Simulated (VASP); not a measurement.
# ZrB2 (P6/mmm) in VASP: a series of runs

Aim: see how the results for ZrB2 move with the level of theory and the settings. Levels: BLYP+D3(BJ), BLYP+D4, r2SCAN+D4+U. Tasks: relaxation of cell and atoms, single point.

All numbers are computed with VASP 6.6.1; they aren't measurements. Logs are shortened: lines on timing, memory, paths and dates and some standing lists are left out, and cuts for length are marked.

## (1) The cell of the first run

It takes space group P6/mmm (No. 191, hexagonal). The conventional cell has a = 3.170 Å, b = 3.170 Å, c = 3.533 Å, α = 90.00°, β = 90.00°, γ = 120.00°. Zr (site symmetry 6/mmm) has 12 B at 2.54 Å and 8 Zr at 3.17 to 3.53 Å within 3.6 Å. Within 2.4 Å of B (site symmetry -6m2) lie 3 B at 1.83 Å.

## (2) Relaxation of cell and atoms, BLYP+D3(BJ)

INCAR

```
SYSTEM = ZrB2
  PREC = Accurate
  ENCUT = 600
  EDIFF = 1E-7
  ISMEAR = -1
  SIGMA = 0.05
  LREAL = .FALSE.
  LASPH = .TRUE.
  NELM = 60
  ALGO = Normal
  ISIF = 3
  LWAVE = .FALSE.
  LCHARG = .FALSE.
  GGA = B5
  ALDAX = 1.0
  AGGAX = 1.0
  AGGAC = 1.0
  ALDAC = 0.0
  IVDW = 12
  VDW_S6 = 1.0
  VDW_S8 = 2.6996
  VDW_A1 = 0.4298
  VDW_A2 = 4.2359
  IBRION = 2
  NSW = 60
  EDIFFG = -0.01
```

KPOINTS

```
Automatic mesh
0
G
  10 10 8
  0 0 0
```

POSCAR

```
ZrB2
1.0
    3.1700000000      0.0000000000      0.0000000000
   -1.5850000000      2.7453005300      0.0000000000
    0.0000000000      0.0000000000      3.5330000000
Zr B
1 2
Direct
    0.0000000000      0.0000000000      0.0000000000
    0.6666666667      0.3333333333      0.5000000000
    0.3333333333      0.6666666667      0.5000000000
```

Potentials or basis: VASP PAW PBE potentials, release 64 (Zr_sv, B).

The run is started by

```console
$ cat potpaw_PBE.64/Zr_sv/POTCAR potpaw_PBE.64/B/POTCAR > POTCAR
$ mpirun -np 1 vasp_std > vasp.out
```

OUTCAR:

```text
SYSTEM = ZrB2
   PREC = Accurate
   ENCUT = 600
   EDIFF = 1E-7
   ISMEAR = -1
   LREAL = .FALSE.
   LASPH = .TRUE.
   NELM = 60
   ISIF = 3
   GGA = B5
   IVDW = 12
   IBRION = 2
   NSW = 60
   EDIFFG = -0.01
 IVDW          = 12

 ion  position               nearest neighbor table
   1  0.000  0.000  0.000-   2 2.54   3 2.54   2 2.54   3 2.54   2 2.54   2 2.54   3 2.54   3 2.54
                             2 2.54   2 2.54   3 2.54   3 2.54
   2  0.667  0.333  0.500-   3 1.83   3 1.83   3 1.83   1 2.54   1 2.54   1 2.54   1 2.54   1 2.54
                             1 2.54
   3  0.333  0.667  0.500-   2 1.83   2 1.83   2 1.83   1 2.54   1 2.54   1 2.54   1 2.54   1 2.54
                             1 2.54

  LATTYP: Found a hexagonal cell.
 ALAT       =     3.1700000000
 C/A-ratio  =     1.1145110410

  Lattice vectors:

 A1 = (   3.1700000000,   0.0000000000,   0.0000000000)
 A2 = (  -1.5850000000,   2.7453005300,   0.0000000000)
 A3 = (   0.0000000000,   0.0000000000,   3.5330000000)

Analysis of symmetry for initial positions (statically):
=====================================================================
 Subroutine PRICEL returns:
 Original cell was already a primitive cell.

 Routine SETGRP: Setting up the symmetry group for a
 hexagonal supercell.

 Subroutine GETGRP returns: Found 24 space group operations
 (whereof 24 operations were pure point group operations)
 out of a pool of 24 trial point group operations.

The static configuration has the point symmetry D_6h.

Analysis of symmetry for dynamics (positions and initial velocities):
=====================================================================
 Subroutine PRICEL returns:
 Original cell was already a primitive cell.

 Routine SETGRP: Setting up the symmetry group for a
 hexagonal supercell.

 Subroutine GETGRP returns: Found 24 space group operations
 (whereof 24 operations were pure point group operations)
 out of a pool of 24 trial point group operations.

The dynamic configuration has the point symmetry D_6h.

 Subroutine INISYM returns: Found 24 space group operations
 (whereof 24 operations are pure point group operations),
 and found     1 'primitive' translations

----------------------------------------------------------------------------------------

                                     Primitive cell

  volume of cell :      30.7463

  direct lattice vectors                    reciprocal lattice vectors
     3.170000000  0.000000000  0.000000000     0.315457413  0.182129422  0.000000000
    -1.585000000  2.745300530  0.000000000     0.000000000  0.364258845  0.000000000
     0.000000000  0.000000000  3.533000000     0.000000000  0.000000000  0.283045570

  length of vectors
     3.170000000  3.170000000  3.533000000     0.364258845  0.364258845  0.283045570

[... 81 lines left out ...]
   NELM   =     60;   NELMIN=  2; NELMDL= -5     # of ELM steps
   EDIFF  = 0.1E-06   stopping-criterion for ELM
   LREAL  =      F    real-space projection
   EDIFFG = -.1E-01   stopping-criterion for IOM
   NSW    =     60    number of steps for IOM
   IBRION =      2    ionic relax: 0-MD 1-quasi-New 2-CG
   NFREE  =      1    steps in history (QN), initial steepest desc. (CG)
   ISIF   =      3    stress and relaxation
   ISYM   =      2    0-nonsym 1-usesym 2-fastsym
   POTIM  = 0.5000    time-step for ionic-motion
   TEBEG  =    0.0;   TEEND  =   0.0 temperature during run
   PSTRESS=    0.0 pullay stress
   NELECT =      18.0000    total number of electrons
   NUPDOWN=      -1.0000    fix difference up-down
   EMIN   =  10.00;   EMAX   =-10.00  energy-range for DOS
   EFERMI =   0.00;   METHOD = LEGACY
   ISMEAR =    -1;   SIGMA  =   0.05  broadening in eV -4-tet -1-fermi 0-gaus
   EFERMI_NEDOS =   21; number of points for ismear=-14 and -15
   IALGO  =     38    algorithm
   IMIX   =      4    mixing-type and parameters
     AMIX     =   0.40;   BMIX     =  1.00
     AMIX_MAG =   1.60;   BMIX_MAG =  1.00
  volume/ion in A,a.u.               =      10.25        69.16
  Fermi-wavevector in a.u.,A,eV,Ry     =   1.369519  2.588016 25.518847  1.875582
  Thomas-Fermi vector in A             =   2.495387
   LORBIT       =      0    0 simple, 1 ext, 2 COOP (PROOUT), +10 PAW based schemes
   GGA     = B5    functional components
   LHFCALC =     F    Hartree Fock is set to
   AEXX    =    0.0000 exact exchange contribution
   IVDW    =    12    specifies the selected vdW correction
   LEPSILON=     F    determine dielectric tensor
   LRPA    =     F    only Hartree local field effects (RPA)
 conjugate gradient relaxation of ions
 non-spin polarized calculation
  energy-cutoff  :      600.00
  volume of cell :       30.75
 maximum number of plane-waves:      1046
 NGX is ok and might be reduce to    28
   NGX = 13   NGY = 13   NGZ = 15

--------------------------------------- Ionic step        1  -------------------------------------------

 number of electron      18.0000000 magnetization

 Free energy of the ion-electron system (eV)
  ---------------------------------------------------
  ext. energy  EPLUGINS =         0.00000000
  ---------------------------------------------------
  free energy    TOTEN  =       -22.08920692 eV

  energy without entropy =      -22.08614681  energy(sigma->0) =      -22.08767687

------------------------ aborting loop because EDIFF is reached ----------------------------------------

 Edisp (eV)   -2.68034

 E8    (eV) :    -1.9803
[... 114 lines left out ...]
--------------------------------------- Ionic step        4  -------------------------------------------

 number of electron      18.0000000 magnetization

 Free energy of the ion-electron system (eV)
  ---------------------------------------------------
  ext. energy  EPLUGINS =         0.00000000
  ---------------------------------------------------
  free energy    TOTEN  =       -22.03713115 eV

  energy without entropy =      -22.03440080  energy(sigma->0) =      -22.03576598

 E-fermi :  11.2505     XC(G=0): -11.9146

 val. band max:       11.2387114479   @ k =   0.2000   0.2000   0.1250
 cond. band min:      11.2735079819   @ k =   0.0000   0.0000   0.2500
 fundamental gap:      0.0347965340
 Fermi energy:        11.2505484620

 k-point     1 :       0.0000    0.0000    0.0000
  band No.  band energies     occupation
      1     -37.3371      2.00000
      2     -15.6114      2.00000
      3     -15.0040      2.00000
      4     -15.0040      2.00000
      5      -1.4309      2.00000
      6       8.7203      2.00000
      7       8.7203      2.00000
      8       8.7556      2.00000
      9       8.8783      2.00000
     10      14.7667      0.00000
     11      14.7667      0.00000
     12      15.3254      0.00000
     13      15.3254      0.00000
[... 354 lines left out ...]
  band No.  band energies     occupation
      1     -37.1974      2.00000
      2     -15.9801      2.00000
      3     -15.4568      2.00000
      4     -15.2946      2.00000
      5       2.0533      2.00000
      6       3.3194      2.00000
      7       7.1053      2.00000
      8       7.7663      2.00000
      9       9.2510      2.00000
     10      12.4710      0.00000
     11      15.0564      0.00000
     12      15.3641      0.00000
     13      17.0238      0.00000

 [... further k-points ...]

------------------------ aborting loop because EDIFF is reached ----------------------------------------

 Edisp (eV)   -2.75666

 E8    (eV) :    -2.0371
[... 26 lines left out ...]
  FREE ENERGIE OF THE ION-ELECTRON SYSTEM (eV)
  ---------------------------------------------------
  free  energy   TOTEN  =       -24.7937861644 eV

  energy  without entropy=      -24.7910558115  energy(sigma->0) =      -24.79242099

 reached required accuracy - stopping structural energy minimisation
```

OSZICAR:

```text
N       E                     dE             d eps       ncg     rms          rms(c)
DAV:   1     0.125429720051E+03    0.12543E+03   -0.10844E+04  1820   0.155E+03
DAV:   2    -0.188922311581E+02   -0.14432E+03   -0.13937E+03  2073   0.356E+02
DAV:   3    -0.250079115795E+02   -0.61157E+01   -0.60660E+01  3011   0.647E+01
[... 39 lines left out ...]
DAV:   3    -0.220371209070E+02    0.84785E-03   -0.22381E-03  2572   0.428E-01    0.604E-02
DAV:   4    -0.220371283954E+02   -0.74885E-05   -0.11368E-04  2266   0.928E-02    0.230E-02
DAV:   5    -0.220371318237E+02   -0.34283E-05   -0.26624E-05  2706   0.449E-02    0.165E-02
DAV:   6    -0.220371312170E+02    0.60677E-06   -0.26854E-06  2221   0.180E-02    0.317E-03
DAV:   7    -0.220371311546E+02    0.62407E-07   -0.56059E-07  2492   0.691E-03
   4 F= -.24793786E+02 E0= -.24792421E+02  d E =-.158302E-02
```

CONTCAR:

```text
ZrB2
   1.00000000000000
     3.1236658679824667   -0.0000000000000000   -0.0000000000000000
    -1.5618329339912334    2.7051739946103690    0.0000000000000000
    -0.0000000000000000   -0.0000000000000000    3.5426856103275957
  Zr              B
     1     2
Direct
     0.0000000000000000    0.0000000000000000    1.0000000000000000
     0.6666666667000030    0.3333333332999970    0.5000000000000000
     0.3333333332999970    0.6666666667000030    0.5000000000000000

  0.00000000E+00  0.00000000E+00  0.00000000E+00
  0.00000000E+00  0.00000000E+00  0.00000000E+00
  0.00000000E+00  0.00000000E+00  0.00000000E+00
```

Wall time 74 s (1 thread of Intel Xeon Platinum 8559C (Emerald Rapids), shared host); peak memory 0.19 GiB.

Results:

- Free energy: -24.7938 eV
- Relaxed volume: 9.98 Å³/atom
- Relaxed cell: a = 3.124 Å, b = 3.124 Å, c = 3.543 Å, α = 90.00°, β = 90.00°, γ = 120.00°
- Space group after relaxing (to 0.1 Å): P6/mmm (No. 191)
- Energy gained by relaxing: 8.1 meV/atom
- Ionic steps: 4
- Pressure after relaxing: 0.0 GPa
- Band gap on the k mesh: zero (bands 9 and 10 overlap by 1.02 eV)
- Dispersion energy per atom: -0.919 eV

Stress tensor (GPa, compression positive):
```
-0.08  0.00  0.00
 0.00 -0.08  0.00
 0.00  0.00  0.08
```

Step by step:
```csv
step,energy change (eV),largest force (eV/Å),pressure (GPa),volume (Å³)
1,0.0000,0.0000,-6.54,30.75
2,0.0042,0.0000,9.18,28.92
3,-0.0227,0.0000,0.54,29.85
4,-0.0242,0.0000,-0.03,29.94
```

Final structure:
```cif
data_structure
_symmetry_space_group_name_H-M 'P 1'
_symmetry_Int_Tables_number 1
_cell_length_a 3.1237
_cell_length_b 3.1237
_cell_length_c 3.5427
_cell_angle_alpha 90.000
_cell_angle_beta 90.000
_cell_angle_gamma 120.000
_cell_volume 29.94
loop_
_atom_site_label
_atom_site_type_symbol
_atom_site_fract_x
_atom_site_fract_y
_atom_site_fract_z
_atom_site_occupancy
Zr1 Zr 0.00000 0.00000 0.00000 1
B1 B 0.66667 0.33333 0.50000 1
B2 B 0.33333 0.66667 0.50000 1
```

Levels at points of the mesh, in eV from the Fermi level:
```tsv
k point	band 7	band 8	band 9	band 10	band 11	band 12
(0.00, 0.00, 0.00)	-2.53	-2.49	-2.37	3.52	3.52	4.07
(0.50, 0.00, 0.00)	-4.00	-3.00	-2.58	2.30	2.39	5.11
(0.00, 0.00, 0.50)	-0.91	-0.91	0.61	0.61	0.83	0.83
(0.50, 0.00, 0.50)	-4.54	-4.06	-1.76	3.67	4.53	5.44
```

Caveat: the PAW data sets were made with another functional, which shifts forces and pressure a little.

## (3) Relaxation of cell and atoms, BLYP+D4

INCAR

```
PREC = Accurate ; ENCUT = 600
EDIFF = 1E-6 ; ISMEAR = -1
SIGMA = 0.05 ; LREAL = F
LASPH = T ; NELM = 80
ALGO = Normal ; ISIF = 3
LWAVE = F ; LCHARG = F
GGA = B5 ; ALDAX = 1.0
AGGAX = 1.0 ; AGGAC = 1.0
ALDAC = 0.0 ; IVDW = 13
VDW_S6 = 1.0 ; VDW_S8 = 2.34076671
VDW_A1 = 0.44488865 ; VDW_A2 = 4.0933009
IBRION = 2 ; NSW = 60
EDIFFG = -0.01
```

KPOINTS

```
Automatic mesh
0
Gamma
  10 10 8
```

POSCAR is that of step 2.

Potentials or basis: VASP PAW PBE potentials, release 64 (Zr_sv, B).

The run is started by

```console
$ cat potpaw_PBE.64/Zr_sv/POTCAR potpaw_PBE.64/B/POTCAR > POTCAR
$ mpirun -np 1 vasp_std > vasp.out
```

It took 71 s on 1 thread of Intel Xeon Platinum 8559C (Emerald Rapids), shared host; peak memory 0.18 GiB.

The run converged. Its results:

| Item | Value |
| --- | --- |
| Free energy | -23.8764 eV |
| Relaxed volume | 10.10 Å³/atom |
| Relaxed cell | a = 3.149 Å, b = 3.149 Å, c = 3.528 Å, α = 90.00°, β = 90.00°, γ = 120.00° |
| Space group after relaxing (to 0.1 Å) | P6/mmm (No. 191) |
| Energy gained by relaxing | 1.8 meV/atom |
| Ionic steps | 5 |
| Pressure after relaxing | 0.1 GPa |
| Band gap on the k mesh | zero (bands 9 and 10 overlap by 0.89 eV) |
| Dispersion energy per atom | -0.604 eV |

Step by step:
| step | energy change (eV) | largest force (eV/Å) | pressure (GPa) | volume (Å³) |
| --- | --- | --- | --- | --- |
| 1 | 0.0000 | 0.0000 | -3.41 | 30.75 |
| 2 | 0.0018 | 0.0000 | 4.37 | 29.79 |
| 3 | -0.0053 | 0.0000 | 0.09 | 30.30 |
| 4 | -0.0053 | 0.0000 | 0.13 | 30.29 |
| 5 | -0.0054 | 0.0000 | 0.08 | 30.30 |

Final structure:
```yaml
crystal:
  lattice:
    - [3.14940, 0.00000, 0.00000]
    - [-1.57470, 2.72746, 0.00000]
    - [0.00000, 0.00000, 3.52797]
  atoms:
    - { symbol: Zr, position: [0.00000, 0.00000, 0.00000] }
    - { symbol: B, position: [0.66667, 0.33333, 0.50000] }
    - { symbol: B, position: [0.33333, 0.66667, 0.50000] }
```

Levels at points of the mesh, in eV from the Fermi level:
| k point | band 7 | band 8 | band 9 | band 10 | band 11 | band 12 |
| --- | --- | --- | --- | --- | --- | --- |
| (0.00, 0.00, 0.00) | -2.59 | -2.43 | -2.29 | 3.45 | 3.45 | 4.11 |
| (0.50, 0.00, 0.00) | -3.89 | -3.01 | -2.55 | 2.30 | 2.36 | 4.94 |
| (0.00, 0.00, 0.50) | -0.96 | -0.96 | 0.48 | 0.48 | 0.82 | 0.82 |
| (0.50, 0.00, 0.50) | -4.56 | -4.03 | -1.81 | 3.74 | 4.40 | 5.29 |

Caveat: the PAW data sets were made with another functional, which shifts forces and pressure a little.

## (4) Single point, r2SCAN+D4+U

POSCAR is that of step 3.

INCAR.step1

```
SYSTEM = ZrB2
PREC = Accurate
ENCUT = 520
ISMEAR = 0
SIGMA = 0.05
LREAL = .FALSE.
LASPH = .TRUE.
NELM = 150
LMAXMIX = 4
LDAU = .TRUE.
LDAUTYPE = 2
LDAUL = 2 -1
LDAUU = 7 0
LDAUJ = 0 0
NBANDS = 16
GGA = PE
ALGO = Normal
EDIFF = 1E-4
LWAVE = .TRUE.
LCHARG = .FALSE.
```

INCAR.step2

```
SYSTEM = ZrB2
PREC = Accurate
ENCUT = 520
EDIFF = 1E-6
ISMEAR = 0
SIGMA = 0.05
LREAL = .FALSE.
LASPH = .TRUE.
NELM = 150
ALGO = Normal
ISIF = 2
LWAVE = .FALSE.
LCHARG = .FALSE.
LMAXMIX = 4
LDAU = .TRUE.
LDAUTYPE = 2
LDAUL = 2 -1
LDAUU = 7 0
LDAUJ = 0 0
LDAUPRINT = 1
METAGGA = R2SCAN
LMIXTAU = .TRUE.
IVDW = 13
VDW_S6 = 1.0
VDW_S8 = 0.6018749
VDW_A1 = 0.51559235
VDW_A2 = 5.77342911
NBANDS = 16
ISTART = 1
```

KPOINTS

```
Automatic mesh
0
G
  10 10 8
  0 0 0
```

The run is started by

```console
$ cat potpaw_PBE.64/Zr_sv/POTCAR potpaw_PBE.64/B/POTCAR > POTCAR
$ cp INCAR.step1 INCAR
$ mpirun -np 1 vasp_std > vasp.out
$ cp INCAR.step2 INCAR
$ mpirun -np 1 vasp_std > vasp.out
```

It took 2.6 min on 1 thread of Intel Xeon 8259CL, shared host; peak memory 0.17 GiB.

The run converged. Its results:

| Item | Value |
| --- | --- |
| Free energy | -36.2604 eV |
| Pressure | 15.7 GPa |
| Band gap on the k mesh | zero (bands 9 and 10 overlap by 1.10 eV) |
| Dispersion energy per atom | -0.116 eV |

Stress tensor (GPa, compression positive):
```
13.83  0.00  0.00
 0.00 13.83  0.00
 0.00  0.00 19.36
```

Levels at points of the mesh, in eV from the Fermi level:
| k point | band 7 | band 8 | band 9 | band 10 | band 11 | band 12 |
| --- | --- | --- | --- | --- | --- | --- |
| (0.00, 0.00, 0.00) | -2.96 | -2.96 | -2.69 | 4.21 | 4.40 | 4.40 |
| (0.50, 0.00, 0.00) | -4.17 | -3.84 | -2.70 | 1.61 | 3.10 | 5.63 |
| (0.00, 0.00, 0.50) | -1.52 | -1.52 | 0.63 | 0.63 | 1.25 | 1.25 |
| (0.50, 0.00, 0.50) | -5.09 | -4.64 | -3.16 | 3.51 | 4.59 | 6.22 |

Eigenvalues of the final occupation matrices:
| site | spin | trace | eigenvalues |
| --- | --- | --- | --- |
| site 1 d | 1 | 0.73 | 0.13 0.14 0.14 0.16 0.16 |
| site 1 d | 2 | 0.73 | 0.13 0.14 0.14 0.16 0.16 |

Caveat: the stress differs along the axes, from 14 to 19 GPa; the PAW data sets were made with another functional, which shifts forces and pressure a little; U without spin polarisation on a metal has little footing; the U is typed as a test and isn't derived for this compound.

## (5) Summary

| task | level | U | cell | cutoff (eV) | smearing | gap on the mesh (eV) | pressure (GPa) | relaxed volume (Å³/atom) |
| --- | --- | --- | --- | --- | --- | --- | --- | --- |
| relaxation of cell and atoms | BLYP+D3(BJ) | - | relaxed | 600 | fermi-dirac 0.05 eV | none | 0.0 | 9.98 |
| relaxation of cell and atoms | BLYP+D4 | - | relaxed | 600 | fermi-dirac 0.05 eV | none | 0.1 | 10.10 |
| single point | r2SCAN+D4+U | Zr d U = 7.0 eV | as given | 520 | gaussian 0.05 eV | none | 15.7 | - |

Alike in all rows: potentials or basis VASP PAW PBE potentials, release 64 (Zr_sv, B); no spin polarisation; k mesh 10 × 10 × 8.

Caveats: the PAW data sets were made with another functional, which shifts forces and pressure a little; the stress differs along the axes, from 14 to 19 GPa (at least some runs); U without spin polarisation on a metal has little footing (at least some runs); the U is typed as a test and isn't derived for this compound (at least some runs).

Absolute energies hang on the potentials; compare differences alone.

The gap in the log of VASP goes by the Fermi energy; the results here count the filled bands.